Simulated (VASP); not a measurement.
PbO, 4 atoms in the cell. Symmetry: P4/nmm, No. 129, tetragonal system. The conventional cell has a = 3.974 Å, b = 3.974 Å, c = 5.022 Å, α = 90.00°, β = 90.00°, γ = 90.00°. Within 3.1 Å of Pb (site symmetry 4mm) lie 4 O at 2.31 Å. O (site symmetry -4m2) has 4 Pb at 2.31 Å and 4 O at 2.81 Å within 3.1 Å. 

| Item | Value |
| --- | --- |
| Program | VASP 6.6.1 |
| Task | single point |
| Functional | r2SCAN |
| Potentials or basis | VASP PAW PBE potentials, release 64 (Pb_d, O) |
| Cutoff | 660 eV |
| k mesh | 4 × 4 × 4 |
| Occupations | gaussian, width 0.1 eV |
| Spin | no spin polarisation |
| Dipole correction | no |
| Further INCAR settings | ALGO = Normal; EDIFF = 1e-06; NBANDS = 28 |

Potentials or basis: VASP PAW PBE potentials, release 64 (Pb_d, O).

Command:

```bash
$ cat potpaw_PBE.64/Pb_d/POTCAR potpaw_PBE.64/O/POTCAR > POTCAR
$ cp INCAR.step1 INCAR
$ mpirun -np 1 vasp_std > vasp.out
$ cp INCAR.step2 INCAR
$ mpirun -np 1 vasp_std > vasp.out
```

Hardware: 1 thread of Intel Xeon 8259CL, with other jobs on the host.

Problem. Estimate the wall time of this run.

Solution. It took 7.2 min on 1 thread of Intel Xeon 8259CL, on a shared host, peak memory 0.26 GiB. Counts: k points 18.
